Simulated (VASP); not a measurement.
# Ge (P4_32_12) in VASP: single point with PBE

Aim: the single point of Ge with PBE.

Everything below comes from runs of VASP 6.6.1. Logs are shortened: lines on timing, memory, paths and dates and some standing lists are left out, and cuts for length are marked.

## Step 1: The cell of the first run

It takes space group P4_32_12 (No. 96, tetragonal). Conventional cell: a = 6.448 Å, b = 6.448 Å, c = 3.467 Å, α = 90.00°, β = 90.00°, γ = 90.00°. Ge (site symmetry 2) has 6 Ge at 2.33 to 2.49 Å within 3.1 Å. Within 3.1 Å of Ge (site symmetry 2) lie 4 Ge at 2.33 to 2.43 Å.

## Step 2: Single point, PBE

The input, INCAR:

```
SYSTEM = Ge
ALGO = Normal
EDIFF = 1E-7
ENCUT = 520
GGA = PE
ISIF = 2
ISMEAR = 0
LASPH = .True.
LCHARG = .True.
LELF = .True.
LREAL = .False.
LVHAR = .True.
LWAVE = .False.
NBANDS = 66
NELM = 100
PREC = Accurate
SIGMA = 0.1
```

The input, KPOINTS:

```
k-points
0
Gamma
  4 4 6
  0 0 0
```

The input, POSCAR:

```
Ge
1.0
    6.4484174900      0.0000000000      0.0000000000
    0.0000000000      6.4484174900      0.0000000000
    0.0000000000      0.0000000000      3.4671262000
Ge
8
Direct
    0.0978773800      0.0978773800      0.5000000000
    0.7158678200      0.7158678200      0.5000000000
    0.2841321800      0.2841321800      0.0000000000
    0.2158678200      0.7841321800      0.7500000000
    0.4021226200      0.5978773800      0.2500000000
    0.9021226200      0.9021226200      0.0000000000
    0.7841321800      0.2158678200      0.2500000000
    0.5978773800      0.4021226200      0.7500000000
```

Potentials or basis: VASP PAW PBE potentials, release 64 (Ge_d).

The run is started by

```sh
$ cat potpaw_PBE.64/Ge_d/POTCAR > POTCAR
$ mpirun -np 1 vasp_std > vasp.out
```

OUTCAR:

```text
SYSTEM = Ge
   EDIFF = 1E-7
   ENCUT = 520
   GGA = PE
   ISIF = 2
   ISMEAR = 0
   LASPH = .True.
   LREAL = .False.
   NELM = 100
   PREC = Accurate

 ion  position               nearest neighbor table
   1  0.098  0.098  0.500-   4 2.33   7 2.33   3 2.43   3 2.43   6 2.49   6 2.49
   2  0.716  0.716  0.500-   5 2.33   8 2.33   6 2.43   6 2.43
   3  0.284  0.284  0.000-   5 2.33   8 2.33   1 2.43   1 2.43
   4  0.216  0.784  0.750-   1 2.33   6 2.33   5 2.43   5 2.43
   5  0.402  0.598  0.250-   2 2.33   3 2.33   4 2.43   4 2.43   8 2.49   8 2.49
   6  0.902  0.902  0.000-   4 2.33   7 2.33   2 2.43   2 2.43   1 2.49   1 2.49
   7  0.784  0.216  0.250-   1 2.33   6 2.33   8 2.43   8 2.43
   8  0.598  0.402  0.750-   2 2.33   3 2.33   7 2.43   7 2.43   5 2.49   5 2.49

  LATTYP: Found a simple tetragonal cell.
 ALAT       =     6.4484174900
 C/A-ratio  =     0.5376708635

  Lattice vectors:

 A1 = (   6.4484174900,   0.0000000000,   0.0000000000)
 A2 = (   0.0000000000,   6.4484174900,   0.0000000000)
 A3 = (   0.0000000000,   0.0000000000,   3.4671262000)

Analysis of symmetry for initial positions (statically):
=====================================================================
 Subroutine PRICEL returns:
 Original cell was already a primitive cell.

 Routine SETGRP: Setting up the symmetry group for a
 simple tetragonal supercell.

 Subroutine GETGRP returns: Found  8 space group operations
 (whereof  2 operations were pure point group operations)
 out of a pool of 16 trial point group operations.

The static configuration has the point symmetry C_2 .
 The point group associated with its full space group is D_4 .

Analysis of symmetry for dynamics (positions and initial velocities):
=====================================================================
 Subroutine PRICEL returns:
 Original cell was already a primitive cell.

 Routine SETGRP: Setting up the symmetry group for a
 simple tetragonal supercell.

 Subroutine GETGRP returns: Found  8 space group operations
 (whereof  2 operations were pure point group operations)
 out of a pool of 16 trial point group operations.

The dynamic configuration has the point symmetry C_2 .
 The point group associated with its full space group is D_4 .

 Subroutine INISYM returns: Found  8 space group operations
 (whereof  2 operations are pure point group operations),
 and found     1 'primitive' translations

----------------------------------------------------------------------------------------

                                     Primitive cell

  volume of cell :     144.1703

  direct lattice vectors                    reciprocal lattice vectors
     6.448417490  0.000000000  0.000000000     0.155076808  0.000000000  0.000000000
     0.000000000  6.448417490  0.000000000     0.000000000  0.155076808  0.000000000
     0.000000000  0.000000000  3.467126200     0.000000000  0.000000000  0.288423306

  length of vectors
     6.448417490  6.448417490  3.467126200     0.155076808  0.155076808  0.288423306

  position of ions in fractional coordinates (direct lattice)
     0.097877380  0.097877380  0.500000000
     0.715867820  0.715867820  0.500000000
     0.284132180  0.284132180  0.000000000
     0.215867820  0.784132180  0.750000000
     0.402122620  0.597877380  0.250000000
     0.902122620  0.902122620  0.000000000
     0.784132180  0.215867820  0.250000000
     0.597877380  0.402122620  0.750000000

  ion indices of the primitive-cell ions
   primitive index   ion index
                 1           1
                 2           2
                 3           3
                 4           4
                 5           5
                 6           6
                 7           7
                 8           8

----------------------------------------------------------------------------------------

 KPOINTS: k-points

Automatic generation of k-mesh.
 Grid dimensions read from file:
 generate k-points for:    4    4    6

 Generating k-lattice:

  Cartesian coordinates                     Fractional coordinates (reciprocal lattice)
     0.038769202  0.000000000  0.000000000     0.250000000  0.000000000  0.000000000
     0.000000000  0.038769202  0.000000000     0.000000000  0.250000000  0.000000000
     0.000000000  0.000000000  0.048070551     0.000000000  0.000000000  0.166666667

  Length of vectors
     0.038769202  0.038769202  0.048070551

  Shift w.r.t. Gamma in fractional coordinates (k-lattice)
     0.000000000  0.000000000  0.000000000

 Subroutine IBZKPT returns following result:
 ===========================================

 Found     24 irreducible k-points:

 Following reciprocal coordinates:
            Coordinates               Weight
  0.000000  0.000000  0.000000      1.000000
  0.250000  0.000000  0.000000      4.000000
  0.500000  0.000000  0.000000      2.000000
  0.250000  0.250000  0.000000      4.000000
  0.500000  0.250000  0.000000      4.000000
  0.500000  0.500000  0.000000      1.000000
[... 16 lines left out ...]
  0.500000  0.250000  0.500000      4.000000
  0.500000  0.500000  0.500000      1.000000
   k-points           NKPTS =     24   k-points in BZ     NKDIM =     24   number of bands    NBANDS=     66
   number of dos      NEDOS =    301   number of ions     NIONS =      8
   total plane-waves  NPLWV =  64512
   dimension x,y,z NGX =    48 NGY =   48 NGZ =   28
   dimension x,y,z NGXF=    96 NGYF=   96 NGZF=   56
   ions per type =               8
   NGX,Y,Z   is equivalent  to a cutoff of  12.37, 12.37, 13.43 a.u.
   NGXF,Y,Z  is equivalent  to a cutoff of  24.75, 24.75, 26.85 a.u.
 SYSTEM =  Ge
   PREC   = accura    normal or accurate (medium, high low for compatibility)
   ISTART =      0    job   : 0-new  1-cont  2-samecut
   ICHARG =      2    charge: 1-file 2-atom 10-const
   ISPIN  =      1    spin polarized calculation?
   LNONCOLLINEAR =      F non collinear calculations
   LSORBIT =      F    spin-orbit coupling
   LASPH  =      T    aspherical Exc in radial PAW
   ENCUT  =  520.0 eV  38.22 Ry    6.18 a.u.  11.99 11.99  6.45*2*pi/ulx,y,z
   NELM   =    100;   NELMIN=  2; NELMDL= -5     # of ELM steps
   EDIFF  = 0.1E-06   stopping-criterion for ELM
   LREAL  =      F    real-space projection
   EDIFFG = 0.1E-05   stopping-criterion for IOM
   NSW    =      0    number of steps for IOM
   IBRION =     -1    ionic relax: 0-MD 1-quasi-New 2-CG
   NFREE  =      0    steps in history (QN), initial steepest desc. (CG)
   ISIF   =      2    stress and relaxation
   ISYM   =      2    0-nonsym 1-usesym 2-fastsym
   POTIM  = 0.5000    time-step for ionic-motion
   TEBEG  =    0.0;   TEEND  =   0.0 temperature during run
   PSTRESS=    0.0 pullay stress
   NELECT =     112.0000    total number of electrons
   NUPDOWN=      -1.0000    fix difference up-down
   EMIN   =  10.00;   EMAX   =-10.00  energy-range for DOS
   EFERMI =   0.00;   METHOD = LEGACY
   ISMEAR =     0;   SIGMA  =   0.10  broadening in eV -4-tet -1-fermi 0-gaus
   EFERMI_NEDOS =   21; number of points for ismear=-14 and -15
   IALGO  =     38    algorithm
   IMIX   =      4    mixing-type and parameters
     AMIX     =   0.40;   BMIX     =  1.00
     AMIX_MAG =   1.60;   BMIX_MAG =  1.00
  volume/ion in A,a.u.               =      18.02       121.61
  Fermi-wavevector in a.u.,A,eV,Ry     =   1.504950  2.843944 30.815505  2.264876
  Thomas-Fermi vector in A             =   2.615863
   LORBIT       =      0    0 simple, 1 ext, 2 COOP (PROOUT), +10 PAW based schemes
   GGA     = PE    functional components
   LHFCALC =     F    Hartree Fock is set to
   AEXX    =    0.0000 exact exchange contribution
   IVDW    =     0    specifies the selected vdW correction
   LEPSILON=     F    determine dielectric tensor
   LRPA    =     F    only Hartree local field effects (RPA)
 non-spin polarized calculation
 Gauss-broadening in eV      SIGMA  =   0.10
  energy-cutoff  :      520.00
  volume of cell :      144.17
 maximum number of plane-waves:      3904
 NGX is ok and might be reduce to    48
   NGX = 23   NGY = 23   NGZ = 13

 number of electron     112.0000099 magnetization

 Free energy of the ion-electron system (eV)
  ---------------------------------------------------
  ext. energy  EPLUGINS =         0.00000000
  ---------------------------------------------------
  free energy    TOTEN  =       -28.71767197 eV

  energy without entropy =      -28.69690018  energy(sigma->0) =      -28.70728607

 E-fermi :   7.1052     XC(G=0): -11.1333

 val. band max:        7.1010672273   @ k =   0.0000   0.0000   0.0000
 cond. band min:       7.1132685634   @ k =   0.2500   0.2500   0.5000
 fundamental gap:      0.0122013362
 Fermi energy:         7.1051905709

 k-point     1 :       0.0000    0.0000    0.0000
  band No.  band energies     occupation
      1     -18.1760      2.00000
      2     -18.1760      2.00000
      3     -18.0039      2.00000
      4     -18.0039      2.00000
      5     -18.0038      2.00000
      6     -17.9995      2.00000
[... 58 lines left out ...]
     65      12.1511      0.00000
     66      12.3003      0.00000

 k-point     2 :       0.2500    0.0000    0.0000
  band No.  band energies     occupation
      1     -18.1695      2.00000
      2     -18.1689      2.00000
      3     -18.0288      2.00000
      4     -18.0232      2.00000
      5     -18.0149      2.00000
      6     -18.0059      2.00000
[... 58 lines left out ...]
     65      11.8493      0.00000
     66      12.8828      0.00000

 k-point     3 :       0.5000    0.0000    0.0000
  band No.  band energies     occupation
      1     -18.1611      2.00000
      2     -18.1611      2.00000
      3     -18.0386      2.00000
      4     -18.0386      2.00000
      5     -18.0280      2.00000
      6     -18.0280      2.00000
[... 1438 lines left out ...]
     65      11.3684      0.00000
     66      11.3684      0.00000

 k-point    24 :       0.5000    0.5000    0.5000
  band No.  band energies     occupation
      1     -18.0481      2.00000
      2     -18.0481      2.00000
      3     -18.0481      2.00000
      4     -18.0481      2.00000
      5     -18.0010      2.00000
      6     -18.0010      2.00000
[... 58 lines left out ...]
     65      12.7445      0.00000
     66      12.7445      0.00000

------------------------ aborting loop because EDIFF is reached ----------------------------------------

  FORCE on cell =-STRESS in cart. coord.  units (eV):
  Direction    XX          YY          ZZ          XY          YZ          ZX
  --------------------------------------------------------------------------------------
  -------------------------------------------------------------------------------------
  Total       25.3872009     25.3872009     30.8199348      0.0000000      0.0000000      0.0000000
  in kB      282.1301228    282.1301228    342.5045568      0.0000000      0.0000000      0.0000000
  external PRESSURE =     302.2549341 kB  Pullay stress =       0.0000000 kB

 VOLUME and BASIS-vectors are now :
 -----------------------------------------------------------------------------
  energy-cutoff  :      520.00
  volume of cell :      144.17
      direct lattice vectors                 reciprocal lattice vectors
     6.448417490  0.000000000  0.000000000     0.155076808  0.000000000  0.000000000
     0.000000000  6.448417490  0.000000000     0.000000000  0.155076808  0.000000000
     0.000000000  0.000000000  3.467126200     0.000000000  0.000000000  0.288423306

 POSITION                                       TOTAL-FORCE (eV/Angst)
 -----------------------------------------------------------------------------------
      0.63115      0.63115      1.73356         1.892982      1.892982     -0.000000
      4.61621      4.61621      1.73356         1.345097      1.345097     -0.000000
      1.83220      1.83220      0.00000        -1.345097     -1.345097     -0.000000
      1.39201      5.05641      2.60034         1.345097     -1.345097      0.000000
      2.59305      3.85536      0.86678        -1.892982      1.892982      0.000000
      5.81726      5.81726      0.00000        -1.892982     -1.892982     -0.000000
      5.05641      1.39201      0.86678        -1.345097      1.345097      0.000000
      3.85536      2.59305      2.60034         1.892982     -1.892982      0.000000
 -----------------------------------------------------------------------------------
    total drift:                                0.000000     -0.000000      0.000000

  FREE ENERGIE OF THE ION-ELECTRON SYSTEM (eV)
  ---------------------------------------------------
  free  energy   TOTEN  =       -28.7176719710 eV

  energy  without entropy=      -28.6969001779  energy(sigma->0) =      -28.70728607
```

It took 2.5 min on 1 thread of Intel Xeon 6975P-C (Granite Rapids), shared host; peak memory 0.32 GiB.

What came out:

```
Free energy            : -28.7177 eV
Pressure               : 30.2 GPa
Largest force          : 2.677 eV/Å
Band gap on the k mesh : zero (band 56 reaches 7.93 eV, above the bottom of band 57 at 5.15 eV)
```

Forces in eV/Å, atoms in the order of the input:
```
Ge   1.893  1.893  0.000
Ge   1.345  1.345  0.000
Ge  -1.345 -1.345  0.000
Ge   1.345 -1.345  0.000
Ge  -1.893  1.893  0.000
Ge  -1.893 -1.893  0.000
Ge  -1.345  1.345  0.000
Ge   1.893 -1.893  0.000
```

Levels at points of the mesh, in eV from the Fermi level:
| k point | band 52 | band 53 | band 54 | band 55 | band 56 | band 57 | band 58 | band 59 | band 60 | band 61 |
| --- | --- | --- | --- | --- | --- | --- | --- | --- | --- | --- |
| (0.00, 0.00, 0.00) | -0.35 | -0.35 | 0.00 | 0.42 | 0.70 | 0.87 | 1.66 | 1.66 | 2.00 | 3.64 |
| (0.50, 0.00, 0.00) | -2.31 | -1.54 | -1.54 | -0.05 | -0.05 | 1.82 | 1.82 | 2.77 | 2.77 | 3.13 |
| (0.50, 0.50, 0.00) | -1.99 | -1.25 | -1.25 | 0.30 | 0.30 | 0.48 | 0.48 | 1.27 | 1.27 | 3.64 |
| (0.00, 0.00, 0.50) | -3.43 | -3.20 | -3.20 | -2.20 | -2.20 | -1.95 | -1.95 | 3.94 | 3.94 | 4.86 |
| (0.50, 0.00, 0.50) | -5.31 | -1.08 | -1.08 | -1.05 | -1.05 | 0.55 | 0.55 | 0.78 | 0.78 | 2.37 |
| (0.50, 0.50, 0.50) | -3.65 | -2.56 | -2.56 | -2.56 | -2.56 | 0.42 | 0.42 | 0.42 | 0.42 | 3.49 |

Caveat: forces of over 1 eV/Å act on the atoms, so gaps and moduli don't describe the material at rest.
